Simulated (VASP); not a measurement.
# Si2W (AlB2 type) (P6/mmm) in VASP: notebook

Runs on Si2W (AlB2 type). Level: PBE. Tasks: density of states.

Everything below comes from runs of VASP 6.6.1. Logs are shortened: lines on timing, memory, paths and dates and some standing lists are left out, and cuts for length are marked.

### 1 The cell of the first run

Symmetry: P6/mmm, No. 191, hexagonal system. Conventional cell: a = 3.631 Å, b = 3.631 Å, c = 2.306 Å, α = 90.00°, β = 90.00°, γ = 120.00°. W (site symmetry 6/mmm) has 2 W at 2.31 Å and 12 Si at 2.39 Å within 3.0 Å. Si (site symmetry -6m2) has 5 Si at 2.10 to 2.31 Å and 6 W at 2.39 Å within 2.8 Å.

### 2 Density of states, PBE (volume scaled by 0.62)

File POSCAR:

```
Si2W
1.0
    3.6307042723      0.0000000000      0.0000000000
   -1.8153521362      3.1442821334      0.0000000000
    0.0000000000      0.0000000000      2.3060041957
W Si
1 2
Direct
    0.0000000000      0.0000000000      0.0000000000
    0.3333333333      0.6666666667      0.5000000000
    0.6666666667      0.3333333333      0.5000000000
```

File INCAR.step1:

```
SYSTEM = Si2W
ALGO     = Normal         ! electronic algorithm
EDIFF    = 1E-6           ! SCF threshold, eV
ENCUT    = 520            ! plane-wave cutoff, eV
GGA      = PE             ! functional
ISIF     = 2              ! what is computed and relaxed
ISMEAR   = -1             ! smearing method
LASPH    = .True.         ! aspherical terms in the spheres
LCHARG   = .True.         ! write CHGCAR
LMAXMIX  = 4              ! l up to which the mixer works
LREAL    = .False.        ! projectors in reciprocal space
LWAVE    = .False.        ! write WAVECAR
NBANDS   = 18             ! bands
NELM     = 80             ! most SCF steps
PREC     = Accurate       ! precision mode
SIGMA    = 0.1            ! smearing width, eV
```

File KPOINTS.step1:

```
k-points
0
Gamma
  10 10 8
  0 0 0
```

File INCAR.step2:

```
SYSTEM = Si2W
ALGO     = Normal         ! electronic algorithm
EDIFF    = 1E-6           ! SCF threshold, eV
ENCUT    = 520            ! plane-wave cutoff, eV
GGA      = PE             ! functional
ICHARG   = 11             ! starting density
ISIF     = 2              ! what is computed and relaxed
ISMEAR   = -5             ! smearing method
LASPH    = .True.         ! aspherical terms in the spheres
LCHARG   = .False.        ! write CHGCAR
LMAXMIX  = 4              ! l up to which the mixer works
LORBIT   = 11             ! projections on sites
LREAL    = .False.        ! projectors in reciprocal space
LWAVE    = .False.        ! write WAVECAR
NBANDS   = 18             ! bands
NEDOS    = 2001           ! points of the DOS
NELM     = 80             ! most SCF steps
PREC     = Accurate       ! precision mode
SIGMA    = 0.1            ! smearing width, eV
```

File KPOINTS.step2:

```
k-points
0
Gamma
  15 15 12
  0 0 0
```

Potentials or basis: VASP PAW PBE potentials, release 64 (W_sv, Si).

Started as:

```sh
$ cat potpaw_PBE.64/W_sv/POTCAR potpaw_PBE.64/Si/POTCAR > POTCAR
$ cp INCAR.step1 INCAR
$ cp KPOINTS.step1 KPOINTS
$ mpirun -np 1 vasp_std > vasp.out
$ cp INCAR.step2 INCAR
$ cp KPOINTS.step2 KPOINTS
$ mpirun -np 1 vasp_std > vasp.out
```

OUTCAR:

```text
SYSTEM = Si2W
   EDIFF = 1E-6
   ENCUT = 520
   GGA = PE
   ICHARG = 11
   ISIF = 2
   ISMEAR = -5
   LASPH = .True.
   LORBIT = 11
   LREAL = .False.
   NELM = 80
   PREC = Accurate

 ion  position               nearest neighbor table
   1  0.000  0.000  0.000-   2 2.39   3 2.39   2 2.39   3 2.39   2 2.39   2 2.39   3 2.39   3 2.39
                             3 2.39   3 2.39   2 2.39   2 2.39
   2  0.333  0.667  0.500-   3 2.10   3 2.10   3 2.10   1 2.39   1 2.39   1 2.39   1 2.39   1 2.39
                             1 2.39   3 3.12   3 3.12   3 3.12   3 3.12   3 3.12   3 3.12
   3  0.667  0.333  0.500-   2 2.10   2 2.10   2 2.10   1 2.39   1 2.39   1 2.39   1 2.39   1 2.39
                             1 2.39   2 3.12   2 3.12   2 3.12   2 3.12   2 3.12   2 3.12

  LATTYP: Found a hexagonal cell.
 ALAT       =     3.6307042723
 C/A-ratio  =     0.6351396376

  Lattice vectors:

 A1 = (   3.6307042723,   0.0000000000,   0.0000000000)
 A2 = (  -1.8153521362,   3.1442821334,   0.0000000000)
 A3 = (   0.0000000000,   0.0000000000,   2.3060041957)

Analysis of symmetry for initial positions (statically):
=====================================================================
 Subroutine PRICEL returns:
 Original cell was already a primitive cell.

 Routine SETGRP: Setting up the symmetry group for a
 hexagonal supercell.

 Subroutine GETGRP returns: Found 24 space group operations
 (whereof 24 operations were pure point group operations)
 out of a pool of 24 trial point group operations.

The static configuration has the point symmetry D_6h.

Analysis of symmetry for dynamics (positions and initial velocities):
=====================================================================
 Subroutine PRICEL returns:
 Original cell was already a primitive cell.

 Routine SETGRP: Setting up the symmetry group for a
 hexagonal supercell.

 Subroutine GETGRP returns: Found 24 space group operations
 (whereof 24 operations were pure point group operations)
 out of a pool of 24 trial point group operations.

The dynamic configuration has the point symmetry D_6h.

 Subroutine INISYM returns: Found 24 space group operations
 (whereof 24 operations are pure point group operations),
 and found     1 'primitive' translations

----------------------------------------------------------------------------------------

                                     Primitive cell

  volume of cell :      26.3252

  direct lattice vectors                    reciprocal lattice vectors
     3.630704272  0.000000000  0.000000000     0.275428657  0.159018809  0.000000000
[... 101 lines left out ...]
   NELECT =      22.0000    total number of electrons
   NUPDOWN=      -1.0000    fix difference up-down
   EMIN   =  10.00;   EMAX   =-10.00  energy-range for DOS
   EFERMI =   0.00;   METHOD = LEGACY
   ISMEAR =    -5;   SIGMA  =   0.10  broadening in eV -4-tet -1-fermi 0-gaus
   EFERMI_NEDOS =   21; number of points for ismear=-14 and -15
   IALGO  =     38    algorithm
   IMIX   =      4    mixing-type and parameters
     AMIX     =   0.40;   BMIX     =  1.00
     AMIX_MAG =   1.60;   BMIX_MAG =  1.00
  volume/ion in A,a.u.               =       8.78        59.22
  Fermi-wavevector in a.u.,A,eV,Ry     =   1.542026  2.914006 32.352515  2.377843
  Thomas-Fermi vector in A             =   2.647888
   LORBIT       =     11    0 simple, 1 ext, 2 COOP (PROOUT), +10 PAW based schemes
   GGA     = PE    functional components
   LHFCALC =     F    Hartree Fock is set to
   AEXX    =    0.0000 exact exchange contribution
   IVDW    =     0    specifies the selected vdW correction
   LEPSILON=     F    determine dielectric tensor
   LRPA    =     F    only Hartree local field effects (RPA)
 non-spin polarized calculation
 Fermi weights with tetrahedron method with Bloechl corrections
  energy-cutoff  :      520.00
  volume of cell :       26.33
 maximum number of plane-waves:       729
 NGX is ok and might be reduce to    28

 number of electron      22.0000001 magnetization

 Free energy of the ion-electron system (eV)
  ---------------------------------------------------
  ext. energy  EPLUGINS =         0.00000000
  ---------------------------------------------------
  free energy    TOTEN  =       -14.71141290 eV

  energy without entropy =      -14.71141290  energy(sigma->0) =      -14.71141290

 E-fermi :  19.8292     XC(G=0): -14.7304

 val. band max:       19.9166806132   @ k =   0.2000   0.0667   0.2500
 cond. band min:      19.5946390687   @ k =   0.0667   0.0667   0.4167
 fundamental gap:     -0.3220415445
 Fermi energy:        19.8291938333

 k-point     1 :       0.0000    0.0000    0.0000
  band No.  band energies     occupation
      1     -54.4284      2.00000
      2     -19.1984      2.00000
      3     -19.1984      2.00000
      4     -17.2077      2.00000
      5       1.1437      2.00000
      6       9.7568      2.00000
[... 481 lines left out ...]
      5       5.4641      2.00000
      6       5.6287      2.00000
[... 10 lines left out ...]
     17      31.2490      0.00000
     18      31.4553      0.00000

 [... further k-points ...]

------------------------ aborting loop because EDIFF is reached ----------------------------------------

  FORCE on cell =-STRESS in cart. coord.  units (eV):
  Direction    XX          YY          ZZ          XY          YZ          ZX
  --------------------------------------------------------------------------------------
  -------------------------------------------------------------------------------------
  Total       41.0572091     41.0572091     39.6314998     -0.0000000      0.0000000      0.0000000
  in kB     2498.7771687   2498.7771686   2412.0072725     -0.0000000      0.0000000      0.0000000
  external PRESSURE =    2469.8538699 kB  Pullay stress =       0.0000000 kB

 VOLUME and BASIS-vectors are now :
 -----------------------------------------------------------------------------
  energy-cutoff  :      520.00
  volume of cell :       26.33
      direct lattice vectors                 reciprocal lattice vectors
     3.630704272  0.000000000  0.000000000     0.275428657  0.159018809  0.000000000
    -1.815352136  3.144282133  0.000000000     0.000000000  0.318037618  0.000000000
     0.000000000  0.000000000  2.306004196     0.000000000  0.000000000  0.433650555

 POSITION                                       TOTAL-FORCE (eV/Angst)
 -----------------------------------------------------------------------------------
      0.00000      0.00000      0.00000        -0.000000     -0.000000      0.000000
     -0.00000      2.09619      1.15300         0.000000     -0.000000      0.000000
      1.81535      1.04809      1.15300        -0.000000      0.000000      0.000000
 -----------------------------------------------------------------------------------
    total drift:                               -0.000000      0.000000      0.000000

  FREE ENERGIE OF THE ION-ELECTRON SYSTEM (eV)
  ---------------------------------------------------
  free  energy   TOTEN  =       -14.7114128974 eV

  energy  without entropy=      -14.7114128974  energy(sigma->0) =      -14.71141290

 total charge

# of ion       s       p       d       tot
------------------------------------------
    1        2.484   6.570   4.437  13.491
    2        0.796   1.278   0.000   2.074
    3        0.796   1.278   0.000   2.074
--------------------------------------------------
tot          4.076   9.125   4.437  17.638
```

It took 27 s on 1 thread of Intel Xeon 6975P-C (Granite Rapids), shared host; peak memory 0.2 GiB.

Results:

```
Valence electrons inside the program's atomic spheres : W 13.49; Si 2.07
```

Levels at points of the mesh, in eV from the Fermi level:
```
           k point  band 7  band 8  band 9  band 10  band 11  band 12  band 13  band 14  band 15  band 16
(0.00, 0.00, 0.00)  -10.07   -7.42   -4.59    -0.83    -0.83     3.00     3.00     6.46     6.46     6.96
(0.00, 0.00, 0.50)   -8.25   -8.25   -4.86    -4.86    -2.96    -2.96    -1.08     6.88     9.55     9.55
```

Caveat: the cell differs from its parent crystal (volume scaled by 0.62); spin-orbit coupling is left out, which moves the levels of the heavy elements; tetrahedron occupations give inexact forces and stress in metals.

### 3 Density of states, PBE (volume scaled by 0.62)

POSCAR is that of step 2.

File INCAR.step1:

```
PREC     = Accurate       # precision mode
ENCUT    = 520            # plane-wave cutoff, eV
EDIFF    = 1E-6           # SCF threshold, eV
ISMEAR   = -1             # smearing method
SIGMA    = 0.1            # smearing width, eV
LREAL    = F              # projectors in reciprocal space
LASPH    = T              # aspherical terms in the spheres
NELM     = 60             # most SCF steps
ALGO     = Normal         # electronic algorithm
ISIF     = 2              # what is computed and relaxed
LWAVE    = F              # write WAVECAR
LCHARG   = T              # write CHGCAR
LMAXMIX  = 4              # l up to which the mixer works
GGA      = PE             # functional
NBANDS   = 18             # bands
```

File KPOINTS.step1:

```
Automatic mesh
0
Gamma
  10 10 8
```

File INCAR.step2:

```
PREC     = Accurate       # precision mode
ENCUT    = 520            # plane-wave cutoff, eV
EDIFF    = 1E-6           # SCF threshold, eV
ISMEAR   = -5             # smearing method
SIGMA    = 0.1            # smearing width, eV
LREAL    = F              # projectors in reciprocal space
LASPH    = T              # aspherical terms in the spheres
NELM     = 60             # most SCF steps
ALGO     = Normal         # electronic algorithm
ISIF     = 2              # what is computed and relaxed
LWAVE    = F              # write WAVECAR
LCHARG   = F              # write CHGCAR
LMAXMIX  = 4              # l up to which the mixer works
GGA      = PE             # functional
LORBIT   = 11             # projections on sites
NEDOS    = 1001           # points of the DOS
ICHARG   = 11             # starting density
```

File KPOINTS.step2:

```
Automatic mesh
0
Gamma
  15 15 12
```

Potentials or basis: VASP PAW PBE potentials, release 64 (W_sv, Si).

Started as:

```sh
$ cat potpaw_PBE.64/W_sv/POTCAR potpaw_PBE.64/Si/POTCAR > POTCAR
$ cp INCAR.step1 INCAR
$ cp KPOINTS.step1 KPOINTS
$ mpirun -np 1 vasp_std > vasp.out
$ cp INCAR.step2 INCAR
$ cp KPOINTS.step2 KPOINTS
$ mpirun -np 1 vasp_std > vasp.out
```

It took 69 s on 1 thread of AMD EPYC 9R45 (Zen 5), shared host; peak memory 0.16 GiB.

Results (log left out):

| Item | Value |
| --- | --- |
| Valence electrons inside the program's atomic spheres | W 13.49; Si 2.07 |

Levels at points of the mesh, in eV from the Fermi level:
```csv
k point,band 7,band 8,band 9,band 10,band 11,band 12,band 13,band 14,band 15
"(0.00, 0.00, 0.00)",-10.07,-7.42,-4.59,-0.83,-0.83,3.00,3.00,6.46,6.46
"(0.00, 0.00, 0.50)",-8.25,-8.25,-4.86,-4.86,-2.96,-2.96,-1.08,6.88,9.55
```

Caveat: the cell differs from its parent crystal (volume scaled by 0.62); spin-orbit coupling is left out, which moves the levels of the heavy elements; tetrahedron occupations give inexact forces and stress in metals.

### 4 Density of states, PBE

This run uses another cell than the first one, of 14.15 Å³/atom, 1.613 times its volume.

File POSCAR:

```
Si2W
1.0
    4.3451759276      0.0000000000      0.0000000000
   -2.1725879638      3.7630327372      0.0000000000
    0.0000000000      0.0000000000      2.5967816072
W Si
1 2
Direct
    0.0000000000      0.0000000000      0.0000000000
    0.3333333333      0.6666666667      0.5000000000
    0.6666666667      0.3333333333      0.5000000000
```

File INCAR.step1:

```
SYSTEM = Si2W
ALGO = Normal ; EDIFF = 1E-6
ENCUT = 520 ; GGA = PE
ISIF = 2 ; ISMEAR = -1
LASPH = .True. ; LCHARG = .True.
LMAXMIX = 4 ; LREAL = .False.
LWAVE = .False. ; NBANDS = 18
NELM = 100 ; PREC = Accurate
SIGMA = 0.1
```

File KPOINTS.step1:

```
k-points
0
Gamma
  10 10 8
  0 0 0
```

File INCAR.step2:

```
SYSTEM = Si2W
ALGO = Normal ; EDIFF = 1E-6
ENCUT = 520 ; GGA = PE
ICHARG = 11 ; ISIF = 2
ISMEAR = -5 ; LASPH = .True.
LCHARG = .False. ; LMAXMIX = 4
LORBIT = 10 ; LREAL = .False.
LWAVE = .False. ; NEDOS = 2001
NELM = 100 ; PREC = Accurate
SIGMA = 0.1
```

File KPOINTS.step2:

```
k-points
0
Gamma
  15 15 12
  0 0 0
```

Started as:

```sh
$ cat potpaw_PBE.64/W_sv/POTCAR potpaw_PBE.64/Si/POTCAR > POTCAR
$ cp INCAR.step1 INCAR
$ cp KPOINTS.step1 KPOINTS
$ mpirun -np 1 vasp_std > vasp.out
$ cp INCAR.step2 INCAR
$ cp KPOINTS.step2 KPOINTS
$ mpirun -np 1 vasp_std > vasp.out
```

It took 86 s on 1 thread of AMD EPYC 9R45 (Zen 5), shared host; peak memory 0.2 GiB.

Results (log left out):

```yaml
Valence_electrons_inside_the_program's_atomic_spheres: W 12.09; Si 1.58
```

Levels at points of the mesh, in eV from the Fermi level:
| k point | band 7 | band 8 | band 9 | band 10 | band 11 | band 12 | band 13 | band 14 | band 15 |
| --- | --- | --- | --- | --- | --- | --- | --- | --- | --- |
| (0.00, 0.00, 0.00) | -6.56 | -5.42 | -4.95 | -1.50 | -1.50 | 2.24 | 2.24 | 3.52 | 3.52 |
| (0.00, 0.00, 0.50) | -4.83 | -4.83 | -2.07 | -2.07 | -1.71 | -1.71 | -1.21 | 0.76 | 5.26 |

Caveat: spin-orbit coupling is left out, which moves the levels of the heavy elements; tetrahedron occupations give inexact forces and stress in metals.
